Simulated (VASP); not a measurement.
The system is Ti3Al.

```xyz
4
Lattice="0.0000 3.1911 3.1911 3.1911 0.0000 3.1911 3.1911 3.1911 0.0000" Properties=species:S:1:pos:R:3 pbc="T T T"
Ti    4.7867    4.7867    4.7867
Ti    1.5956    1.5956    1.5956
Ti    0.0000    0.0000    0.0000
Al    3.1911    3.1911    3.1911
```

Base run:

* Program: VASP 6.6.1
* Functional: PBEsol
* Potentials or basis: VASP PAW PBE potentials, release 64 (Ti_sv, Al)
* Cutoff: 520 eV
* k mesh: 12 × 12 × 12
* Occupations: gaussian, width 0.15 eV
* Spin: collinear spin
* Starting moments: [0.5, 0.5, 0.5, 0.0] μB
* Fixed moment: 1.5 μB

Its results: pressure -0.1 GPa; site moments Ti +0.17, +0.81 (each value once); Al -0.01 μB.

**Question.** The run is repeated on the same cell with these changes: fixed moment from 1.5 μB to 3 μB; moments at the start from [0.5, 0.5, 0.5, 0.0] to [1.0, 1.0, 1.0, 0.0]. What comes out?

**Answer.** Pressure 1.4 GPa; site moments Ti +0.55, +1.12 (each value once); Al -0.02 μB.

Caveats: the PAW data sets were made with another functional, which shifts forces and pressure a little; the total moment is fixed, so each spin has its own Fermi level and the state may be an excited one.
